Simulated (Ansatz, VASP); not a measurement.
**TaN in VASP and in Ansatz**

```
CELL_PARAMETERS angstrom
0.00000 2.17900 2.17900
2.17900 0.00000 2.17900
2.17900 2.17900 0.00000
ATOMIC_POSITIONS crystal
Ta 0.50000 0.50000 0.50000
N 0.00000 0.00000 0.00000
```

Alike in both runs: task relaxation of cell and atoms; functional r2SCAN; k mesh 10 × 10 × 10; occupations fermi-dirac, width 0.05 eV; no spin polarisation; Hubbard terms Ta d U = 4.0 eV.

|  | VASP | Ansatz |
| --- | --- | --- |
| version | VASP 6.6.1 | Ansatz 0.2.0 |
| potentials or method | VASP PAW PBE potentials, release 64 (Ta_pv, N) | Ansatz PAW |
| plane-wave cutoff (eV) | 600 | 500 |
| valence electrons in the cell | 16 | 18 |

```csv
,VASP,Ansatz,Ansatz less VASP
"gap on the k mesh at the Fermi level, each at its own relaxed structure (eV)",none,none,-
relaxed volume (Å³/atom),11.06,10.74,-0.318
relaxed cell length with the largest relative difference (Å),3.150,3.120,-0.0305
```

VASP's potentials were made for PBE, not for r2SCAN. The programs project onto different local orbitals, so the same U acts differently, and such runs can settle in different states. A gap of «none» marks a metal or a gap that the smearing closes. VASP's potentials hold 16 valence electrons a cell and Ansatz's 18, so a difference there can come from the potentials and not from the codes.

Spin-orbit coupling is off throughout. Noted on Ansatz's run: the plane-wave basis is chosen anew once the cell has moved, so the energies of steps on either side of that aren't comparable.
